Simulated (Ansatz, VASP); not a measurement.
# AlAs: VASP beside Ansatz

```xyz
2
Lattice="0.0000 2.8389 2.8389 2.8389 0.0000 2.8389 2.8389 2.8389 0.0000" Properties=species:S:1:pos:R:3 pbc="T T T"
Al    0.0000    0.0000    0.0000
As    1.4195    1.4195    1.4195
```

Alike in both runs: task single point; functional PBE; k mesh 6 × 6 × 6; non-collinear spin, spin-orbit coupling.

|  | VASP | Ansatz |
| --- | --- | --- |
| version | VASP 6.6.1 | Ansatz 0.2.0 |
| potentials or method | VASP PAW PBE potentials, release 64 (Al, As) | plane waves, PAW |
| plane-wave cutoff (eV) | 500 | 420 |
| occupations | gaussian, width 0.01 eV | fixed |
| valence electrons in the cell | 8 | 18 |

```csv
,VASP,Ansatz,Ansatz less VASP
net moment per atom (μB),0.00,0.00,0.000
```

VASP's potentials hold 8 valence electrons a cell and Ansatz's 18, so a difference there can come from the potentials and not from the codes. Ansatz's warnings: optics gap not shown off mesh.
